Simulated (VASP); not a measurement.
SnO, 4 atoms in the cell. It takes space group P4/nmm (No. 129, tetragonal). The conventional cell has a = 3.768 Å, b = 3.768 Å, c = 4.657 Å, α = 90.00°, β = 90.00°, γ = 90.00°. Sn (site symmetry 4mm) has 4 O at 2.20 Å within 2.9 Å. Within 2.9 Å of O (site symmetry -4m2) lie 4 Sn at 2.20 Å and 4 O at 2.66 Å. 

```yaml
Program: VASP 6.6.1
Task: relaxation of cell and atoms
Functional: LDA
Potentials_or_basis: VASP PAW LDA potentials, release 64 (Sn_d, O)
Cutoff: 600 eV
k_mesh: 12 × 12 × 10
Occupations: gaussian, width 0.1 eV
Spin: no spin polarisation
Dipole_correction: no
Further_INCAR_settings: ALGO = Normal; EDIFF = 1e-06; IBRION = 2; EDIFFG = -0.005; NSW = 100; ISIF = 3
```

Potentials or basis: VASP PAW LDA potentials, release 64 (Sn_d, O).

Launch:

```sh
$ cat potpaw_LDA.64/Sn_d/POTCAR potpaw_LDA.64/O/POTCAR > POTCAR
$ mpirun -np 1 vasp_std > vasp.out
```

Hardware: 1 thread of Intel(R) Xeon(R) Platinum 8559C (Emerald Rapids) (shared host).

Problem. How long does it take, and how much memory?

Solution. Wall time 15 min on 1 thread of Intel(R) Xeon(R) Platinum 8559C (Emerald Rapids) (shared host), peak memory 0.38 GiB. Counts: scf iterations 77, k points 168, ion steps 11.
